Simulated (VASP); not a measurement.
The system is Ti.

```
Ti
1.0
     0.00000    2.03000    2.03000
     2.03000    0.00000    2.03000
     2.03000    2.03000    0.00000
Ti
1
Direct
  0.00000 0.00000 0.00000
```

```yaml
Program: VASP 6.6.1
Task: relaxation of cell and atoms
Functional: PBE
Potentials_or_basis: VASP PAW PBE potentials, release 64 (Ti_sv)
Cutoff: 600 eV
k_mesh: 18 × 18 × 18
Occupations: gaussian, width 0.1 eV
Spin: no spin polarisation
```

At the start: pressure 4.1 GPa; volume 16.73 Å³/atom.

How do energy, volume and symmetry change on relaxing?

Over 3 steps the energy falls by 7.5 meV/atom and the volume is 17.34 Å³/atom (+3.6 %); space group Fm-3m (No. 225, to 0.05 Å).

Step by step:
```
step  energy change (eV)  largest force (eV/Å)  pressure (GPa)  volume (Å³)
   1              0.0000                0.0000            4.07        16.73
   2             -0.0039                0.0000           -2.57        17.78
   3             -0.0075                0.0000           -0.03        17.34
```

Final structure:
```yaml
crystal:
  lattice:
    - [0.00000, 2.05440, 2.05440]
    - [2.05440, 0.00000, 2.05440]
    - [2.05440, 2.05440, 0.00000]
  atoms:
    - { symbol: Ti, position: [0.00000, 0.00000, 0.00000] }
```
